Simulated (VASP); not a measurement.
# TaN (P-6m2) in VASP: a series of runs

Runs on TaN. Level: PBEsol. Tasks: single point.

Everything below comes from runs of VASP 6.6.1. Logs are shortened: lines on timing, memory, paths and dates and some standing lists are left out, and cuts for length are marked.

## Step 1: The cell of the first run

It takes space group P-6m2 (No. 187, hexagonal). Conventional cell: a = 2.938 Å, b = 2.938 Å, c = 2.883 Å, α = 90.00°, β = 90.00°, γ = 120.00°. Ta (site symmetry -6m2) has 6 N at 2.23 Å and 8 Ta at 2.88 to 2.94 Å within 3.0 Å. Within 3.0 Å of N (site symmetry -6m2) lie 6 Ta at 2.23 Å and 8 N at 2.88 to 2.94 Å.

## Step 2: Single point, PBEsol

INCAR reads:

```
SYSTEM = TaN
PREC     = Accurate       ! precision mode
ENCUT    = 520            ! plane-wave cutoff, eV
EDIFF    = 1E-6           ! SCF threshold, eV
ISMEAR   = -1             ! smearing method
SIGMA    = 0.1            ! smearing width, eV
LREAL    = .False.        ! projectors in reciprocal space
LASPH    = .True.         ! aspherical terms in the spheres
NELM     = 80             ! most SCF steps
ALGO     = Normal         ! electronic algorithm
ISIF     = 2              ! what is computed and relaxed
LWAVE    = .False.        ! write WAVECAR
LCHARG   = .False.        ! write CHGCAR
GGA      = PS             ! functional
NBANDS   = 15             ! bands
```

KPOINTS reads:

```
Automatic mesh
0
Gamma
  12 12 10
  0 0 0
```

POSCAR reads:

```
TaN
1.0
    2.9380000000      0.0000000000      0.0000000000
   -1.4690000000      2.5443826363      0.0000000000
    0.0000000000      0.0000000000      2.8830000000
Ta N
1 1
Direct
    0.3333333333      0.6666666667      0.5000000000
    0.0000000000      0.0000000000      0.0000000000
```

Potentials or basis: VASP PAW PBE potentials, release 64 (Ta_pv, N).

On the command line:

```sh
$ cat potpaw_PBE.64/Ta_pv/POTCAR potpaw_PBE.64/N/POTCAR > POTCAR
$ mpirun -np 1 vasp_std > vasp.out
```

OUTCAR:

```text
SYSTEM = TaN
   PREC = Accurate
   ENCUT = 520
   EDIFF = 1E-6
   ISMEAR = -1
   LREAL = .False.
   LASPH = .True.
   NELM = 80
   ISIF = 2
   GGA = PS

 ion  position               nearest neighbor table
   1  0.333  0.667  0.500-   2 2.23   2 2.23   2 2.23   2 2.23   2 2.23   2 2.23
   2  0.000  0.000  0.000-   1 2.23   1 2.23   1 2.23   1 2.23   1 2.23   1 2.23

  LATTYP: Found a hexagonal cell.
 ALAT       =     2.9380000000
 C/A-ratio  =     0.9812797822

  Lattice vectors:

 A1 = (   2.9380000000,   0.0000000000,   0.0000000000)
 A2 = (  -1.4690000000,   2.5443826363,   0.0000000000)
 A3 = (   0.0000000000,   0.0000000000,   2.8830000000)

Analysis of symmetry for initial positions (statically):
=====================================================================
 Subroutine PRICEL returns:
 Original cell was already a primitive cell.

 Routine SETGRP: Setting up the symmetry group for a
 hexagonal supercell.

 Subroutine GETGRP returns: Found 12 space group operations
 (whereof 12 operations were pure point group operations)
 out of a pool of 24 trial point group operations.

The static configuration has the point symmetry D_3h.

Analysis of symmetry for dynamics (positions and initial velocities):
=====================================================================
 Subroutine PRICEL returns:
 Original cell was already a primitive cell.

 Routine SETGRP: Setting up the symmetry group for a
 hexagonal supercell.

 Subroutine GETGRP returns: Found 12 space group operations
 (whereof 12 operations were pure point group operations)
 out of a pool of 24 trial point group operations.

The dynamic configuration has the point symmetry D_3h.

 Subroutine INISYM returns: Found 12 space group operations
 (whereof 12 operations are pure point group operations),
 and found     1 'primitive' translations

----------------------------------------------------------------------------------------

                                     Primitive cell

  volume of cell :      21.5516

  direct lattice vectors                    reciprocal lattice vectors
     2.938000000  0.000000000  0.000000000     0.340367597  0.196511324  0.000000000
    -1.469000000  2.544382636  0.000000000     0.000000000  0.393022648  0.000000000
     0.000000000  0.000000000  2.883000000     0.000000000  0.000000000  0.346860909

  length of vectors
     2.938000000  2.938000000  2.883000000     0.393022648  0.393022648  0.346860909

  position of ions in fractional coordinates (direct lattice)
     0.333333333  0.666666667  0.500000000
     0.000000000  0.000000000  0.000000000

  ion indices of the primitive-cell ions
   primitive index   ion index
                 1           1
                 2           2

----------------------------------------------------------------------------------------

 KPOINTS: Automatic mesh

Automatic generation of k-mesh.
 Grid dimensions read from file:
 generate k-points for:   12   12   10

 Generating k-lattice:

  Cartesian coordinates                     Fractional coordinates (reciprocal lattice)
     0.028363966  0.016375944  0.000000000     0.083333333 -0.000000000  0.000000000
     0.000000000  0.032751887  0.000000000     0.000000000  0.083333333  0.000000000
     0.000000000  0.000000000  0.034686091     0.000000000  0.000000000  0.100000000

  Length of vectors
     0.032751887  0.032751887  0.034686091

  Shift w.r.t. Gamma in fractional coordinates (k-lattice)
     0.000000000  0.000000000  0.000000000

 Subroutine IBZKPT returns following result:
 ===========================================

 Found    114 irreducible k-points:

 Following reciprocal coordinates:
            Coordinates               Weight
  0.000000  0.000000  0.000000      1.000000
  0.083333  0.000000  0.000000      6.000000
  0.166667  0.000000  0.000000      6.000000
  0.250000  0.000000  0.000000      6.000000
  0.333333  0.000000  0.000000      6.000000
  0.416667  0.000000  0.000000      6.000000
[... 16 lines left out ...]
  0.250000  0.000000  0.100000     12.000000
  0.333333  0.000000  0.100000     12.000000
 [... further k-points ...]
   k-points           NKPTS =    114   k-points in BZ     NKDIM =    114   number of bands    NBANDS=     15
   number of dos      NEDOS =    301   number of ions     NIONS =      2
   total plane-waves  NPLWV =  13824
   dimension x,y,z NGX =    24 NGY =   24 NGZ =   24
   dimension x,y,z NGXF=    48 NGYF=   48 NGZF=   48
   ions per type =               1   1
   NGX,Y,Z   is equivalent  to a cutoff of  13.58, 13.58, 13.84 a.u.
   NGXF,Y,Z  is equivalent  to a cutoff of  27.16, 27.16, 27.68 a.u.
 SYSTEM =  TaN
   PREC   = accura    normal or accurate (medium, high low for compatibility)
   ISTART =      0    job   : 0-new  1-cont  2-samecut
   ICHARG =      2    charge: 1-file 2-atom 10-const
   ISPIN  =      1    spin polarized calculation?
   LNONCOLLINEAR =      F non collinear calculations
   LSORBIT =      F    spin-orbit coupling
   LASPH  =      T    aspherical Exc in radial PAW
   ENCUT  =  520.0 eV  38.22 Ry    6.18 a.u.   5.46  5.46  5.36*2*pi/ulx,y,z
   NELM   =     80;   NELMIN=  2; NELMDL= -5     # of ELM steps
   EDIFF  = 0.1E-05   stopping-criterion for ELM
   LREAL  =      F    real-space projection
   EDIFFG = 0.1E-04   stopping-criterion for IOM
   NSW    =      0    number of steps for IOM
   IBRION =     -1    ionic relax: 0-MD 1-quasi-New 2-CG
   NFREE  =      0    steps in history (QN), initial steepest desc. (CG)
   ISIF   =      2    stress and relaxation
   ISYM   =      2    0-nonsym 1-usesym 2-fastsym
   POTIM  = 0.5000    time-step for ionic-motion
   TEBEG  =    0.0;   TEEND  =   0.0 temperature during run
   PSTRESS=    0.0 pullay stress
   NELECT =      16.0000    total number of electrons
   NUPDOWN=      -1.0000    fix difference up-down
   EMIN   =  10.00;   EMAX   =-10.00  energy-range for DOS
   EFERMI =   0.00;   METHOD = LEGACY
   ISMEAR =    -1;   SIGMA  =   0.10  broadening in eV -4-tet -1-fermi 0-gaus
   EFERMI_NEDOS =   21; number of points for ismear=-14 and -15
   IALGO  =     38    algorithm
   IMIX   =      4    mixing-type and parameters
     AMIX     =   0.40;   BMIX     =  1.00
     AMIX_MAG =   1.60;   BMIX_MAG =  1.00
  volume/ion in A,a.u.               =      10.78        72.72
  Fermi-wavevector in a.u.,A,eV,Ry     =   1.482365  2.801264 29.897531  2.197407
  Thomas-Fermi vector in A             =   2.596160
   LORBIT       =      0    0 simple, 1 ext, 2 COOP (PROOUT), +10 PAW based schemes
   GGA     = PS    functional components
   LHFCALC =     F    Hartree Fock is set to
   AEXX    =    0.0000 exact exchange contribution
   IVDW    =     0    specifies the selected vdW correction
   LEPSILON=     F    determine dielectric tensor
   LRPA    =     F    only Hartree local field effects (RPA)
 non-spin polarized calculation
  energy-cutoff  :      520.00
  volume of cell :       21.55
 maximum number of plane-waves:       599
 NGX is ok and might be reduce to    24
   NGX = 11   NGY = 11   NGZ = 11

 number of electron      16.0000001 magnetization

 Free energy of the ion-electron system (eV)
  ---------------------------------------------------
  ext. energy  EPLUGINS =         0.00000000
  ---------------------------------------------------
  free energy    TOTEN  =       -23.80435275 eV

  energy without entropy =      -23.80160160  energy(sigma->0) =      -23.80297718

 E-fermi :   8.1102     XC(G=0): -13.5052

 val. band max:        8.0735096621   @ k =   0.0000   0.0000   0.4000
 cond. band min:       8.2339093416   @ k =   0.0833   0.0000   0.5000
 fundamental gap:      0.1603996795
 Fermi energy:         8.1101875537

 k-point     1 :       0.0000    0.0000    0.0000
  band No.  band energies     occupation
      1     -26.6869      2.00000
      2     -26.4197      2.00000
      3     -26.4197      2.00000
      4      -9.6447      2.00000
      5       3.5294      2.00000
      6       3.5294      2.00000
      7       3.8663      2.00000
      8       5.1828      2.00000
      9      10.3064      0.00000
     10      11.6904      0.00000
     11      11.6904      0.00000
     12      12.0717      0.00000
     13      12.0717      0.00000
     14      21.0989      0.00000
     15      21.5299      0.00000

 k-point     2 :       0.0833    0.0000    0.0000
  band No.  band energies     occupation
      1     -26.6773      2.00000
      2     -26.4953      2.00000
      3     -26.4358      2.00000
      4      -9.4992      2.00000
      5       3.0942      2.00000
      6       3.6391      2.00000
      7       4.0735      2.00000
      8       4.9747      2.00000
      9      10.8202      0.00000
     10      11.3953      0.00000
     11      11.7123      0.00000
     12      11.9974      0.00000
     13      12.2648      0.00000
     14      21.0831      0.00000
     15      21.5196      0.00000

 k-point     3 :       0.1667    0.0000    0.0000
  band No.  band energies     occupation
      1     -26.6970      2.00000
      2     -26.6511      2.00000
      3     -26.4795      2.00000
      4      -9.0980      2.00000
      5       2.1932      2.00000
      6       3.9310      2.00000
      7       4.4669      2.00000
      8       4.5303      2.00000
      9      10.6724      0.00000
     10      11.8008      0.00000
     11      11.8206      0.00000
     12      12.0823      0.00000
     13      12.6904      0.00000
     14      21.0607      0.00000
     15      21.5039      0.00000
[... 343 lines left out ...]
 k-point    23 :       0.2500    0.0000    0.1000
  band No.  band energies     occupation
      1     -26.9512      2.00000
      2     -26.7020      2.00000
      3     -26.5300      2.00000
      4      -8.4126      2.00000
      5       1.3249      2.00000
      6       3.3373      2.00000
      7       4.2227      2.00000
      8       5.3945      2.00000
      9      10.3891      0.00000
     10      10.7401      0.00000
     11      12.3872      0.00000
     12      12.9666      0.00000
     13      14.2436      0.00000
     14      20.9239      0.00000
     15      21.4858      0.00000

 k-point    24 :       0.3333    0.0000    0.1000
  band No.  band energies     occupation
      1     -27.2019      2.00000
      2     -26.6635      2.00000
      3     -26.5879      2.00000
      4      -7.8810      2.00000
      5       0.5201      2.00000
      6       3.0591      2.00000
      7       4.4400      2.00000
      8       5.3762      2.00000
      9      10.7511      0.00000
     10      11.0540      0.00000
     11      12.6327      0.00000
     12      13.1107      0.00000
     13      15.1783      0.00000
     14      21.1439      0.00000
     15      21.5114      0.00000

 [... further k-points ...]

------------------------ aborting loop because EDIFF is reached ----------------------------------------

  FORCE on cell =-STRESS in cart. coord.  units (eV):
  Direction    XX          YY          ZZ          XY          YZ          ZX
  --------------------------------------------------------------------------------------
  -------------------------------------------------------------------------------------
  Total       -0.5432610     -0.5432610     -0.5625427      0.0000000      0.0000000      0.0000000
  in kB      -40.3868717    -40.3868717    -41.8203040      0.0000000      0.0000000      0.0000000
  external PRESSURE =     -40.8646825 kB  Pullay stress =       0.0000000 kB

 VOLUME and BASIS-vectors are now :
 -----------------------------------------------------------------------------
  energy-cutoff  :      520.00
  volume of cell :       21.55
      direct lattice vectors                 reciprocal lattice vectors
     2.938000000  0.000000000  0.000000000     0.340367597  0.196511324  0.000000000
    -1.469000000  2.544382636  0.000000000     0.000000000  0.393022648  0.000000000
     0.000000000  0.000000000  2.883000000     0.000000000  0.000000000  0.346860909

 POSITION                                       TOTAL-FORCE (eV/Angst)
 -----------------------------------------------------------------------------------
     -0.00000      1.69626      1.44150         0.000000      0.000000      0.000000
      0.00000      0.00000      0.00000        -0.000000      0.000000      0.000000
 -----------------------------------------------------------------------------------
    total drift:                                0.000000     -0.000000     -0.000000

  FREE ENERGIE OF THE ION-ELECTRON SYSTEM (eV)
  ---------------------------------------------------
  free  energy   TOTEN  =       -23.8043527516 eV

  energy  without entropy=      -23.8016016046  energy(sigma->0) =      -23.80297718
```

It took 34 s on 1 thread of Intel Xeon 8259CL, shared host; peak memory 0.17 GiB.

Results:

- Free energy: -23.8044 eV
- Pressure: -4.1 GPa
- Band gap on the k mesh: zero (bands 8 and 9 overlap by 0.50 eV)

Stress tensor (GPa, compression positive):
```
-4.04  0.00  0.00
 0.00 -4.04  0.00
 0.00  0.00 -4.18
```

Levels at points of the mesh, in eV from the Fermi level:
```
           k point  band 6  band 7  band 8  band 9  band 10  band 11
(0.00, 0.00, 0.00)   -4.58   -4.24   -2.93    2.20     3.58     3.58
(0.50, 0.00, 0.00)   -5.22   -3.52   -3.18    2.97     4.02     5.19
(0.00, 0.00, 0.50)   -3.76   -3.76   -0.12   -0.12     2.42     3.28
(0.50, 0.00, 0.50)   -6.22   -5.71   -0.37    4.14     5.34     6.05
```

Caveat: the cell stands under tension; the PAW data sets were made with another functional, which shifts forces and pressure a little; spin-orbit coupling is left out, which moves the levels of the heavy elements.

## Step 3: Single point, PBEsol

INCAR reads:

```
PREC = Accurate
ENCUT = 520
EDIFF = 1E-7
ISMEAR = -1
SIGMA = 0.1
LREAL = False
LASPH = True
NELM = 80
ALGO = Normal
ISIF = 2
LWAVE = False
LCHARG = False
GGA = PS
NBANDS = 15
```

KPOINTS reads:

```
Automatic mesh
0
Gamma
  12 12 10
```

POSCAR is that of step 2.

Potentials or basis: VASP PAW PBE potentials, release 64 (Ta_pv, N).

On the command line:

```sh
$ cat potpaw_PBE.64/Ta_pv/POTCAR potpaw_PBE.64/N/POTCAR > POTCAR
$ mpirun -np 1 vasp_std > vasp.out
```

Run time: 31 s. Hardware: 1 thread of Intel Xeon 8259CL, shared host; peak memory 0.16 GiB.

Results (log left out):

* Free energy: -23.8044 eV
* Pressure: -4.1 GPa
* Band gap on the k mesh: zero (bands 8 and 9 overlap by 0.50 eV)

Stress tensor (GPa, compression positive):
```
-4.04  0.00  0.00
 0.00 -4.04  0.00
 0.00  0.00 -4.18
```

Levels at points of the mesh, in eV from the Fermi level:
```tsv
k point	band 5	band 6	band 7	band 8	band 9	band 10	band 11	band 12
(0.00, 0.00, 0.00)	-4.58	-4.58	-4.24	-2.93	2.20	3.58	3.58	3.96
(0.50, 0.00, 0.00)	-8.33	-5.22	-3.52	-3.18	2.97	4.02	5.19	5.29
(0.00, 0.00, 0.50)	-9.40	-3.76	-3.76	-0.12	-0.12	2.42	3.28	3.28
(0.50, 0.00, 0.50)	-7.36	-6.22	-5.71	-0.37	4.14	5.34	6.05	7.07
```

Caveat: the cell stands under tension; the PAW data sets were made with another functional, which shifts forces and pressure a little; spin-orbit coupling is left out, which moves the levels of the heavy elements.
